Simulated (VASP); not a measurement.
A run of VASP 6.6.1 is set up as follows.

INCAR

```
SYSTEM = Al16N15F
ALGO = Normal
EDIFF = 1E-6
ENCUT = 520
GGA = PE
ISIF = 2
ISMEAR = -1
LASPH = .TRUE.
LCHARG = .FALSE.
LREAL = Auto
LWAVE = .FALSE.
NBANDS = 87
NELM = 80
PREC = Accurate
SIGMA = 0.01
```

KPOINTS

```
k-points
0
G
  1 1 1
  0 0 0
```

Contents of POSCAR:

```
Al16N15F
1.0
    6.2595139128      0.0000000578      0.0000000000
   -3.1297570064      5.4208980350      0.0000000000
    0.0000000000      0.0000000000     10.0348065929
Al N F
16 15 1
Direct
    0.3349061810      0.1620142384      0.2565306529
    0.1748023120      0.3371207840      0.5027058667
    0.3390520305      0.1720921268      0.7548331183
    0.1728495680      0.3361518739      1.0053731961
    0.3376274499      0.6687899252      0.2569792817
    0.1572515287      0.8313963471      0.5137397820
    0.3392344633      0.6684587852      0.7553619385
    0.1730626063      0.8358548163      0.9994524126
    0.8385819437      0.1674214650      0.2505692484
    0.6705194901      0.3318096947      0.5066182881
    0.8426093044      0.1728511566      0.7534150658
    0.6680808363      0.3289589687      0.9971325032
    0.8256261759      0.6582671050      0.2187106817
    0.6837168286      0.8417972954      0.5092654288
    0.8442344793      0.6738348274      0.7489732471
    0.6694381705      0.8387132169      0.9976666900
    0.3372303271      0.1615761083      0.4467835291
    0.1746621791      0.3338064111      0.1949772501
    0.3349371560      0.1702714380      0.9433104933
    0.1743621256      0.3362305395      0.6928152725
    0.3409260830      0.6765044207      0.4474810746
    0.1669713880      0.8282602249      0.1924509065
    0.3353913539      0.6671972989      0.9440555677
    0.1832155353      0.8407217720      0.7040520761
    0.8397416480      0.1744977677      0.4411274632
    0.6644880386      0.3183353523      0.1847563550
    0.8413922505      0.1724953454      0.9411345345
    0.6729232801      0.3357498072      0.6956480506
    0.6690058298      0.8382279692      0.1864613935
    0.8351669012      0.6686447088      0.9446979618
    0.6720877566      0.8375540991      0.6985178391
    0.6792313273      0.5762258055      0.3821721280
```

Potentials or basis: VASP PAW PBE potentials, release 64 (Al, N, F).

Launch:

```sh
$ cat potpaw_PBE.64/Al/POTCAR potpaw_PBE.64/N/POTCAR potpaw_PBE.64/F/POTCAR > POTCAR
$ mpirun -np 1 vasp_gam > vasp.out
```

Problem. Predict the pressure.

Solution. 4.0 GPa.

Problem. What does it give for the band gap on the k mesh?

Solution. 3.17 eV.

Problem. Predict the largest force.

Solution. 0.920 eV/Å.

Stress tensor (GPa, compression positive):
```
 6.15 -0.35  0.43
-0.35  6.57  0.62
 0.43  0.62 -0.58
```

Caveat: the k points lie up to 1.16 Å⁻¹ apart.
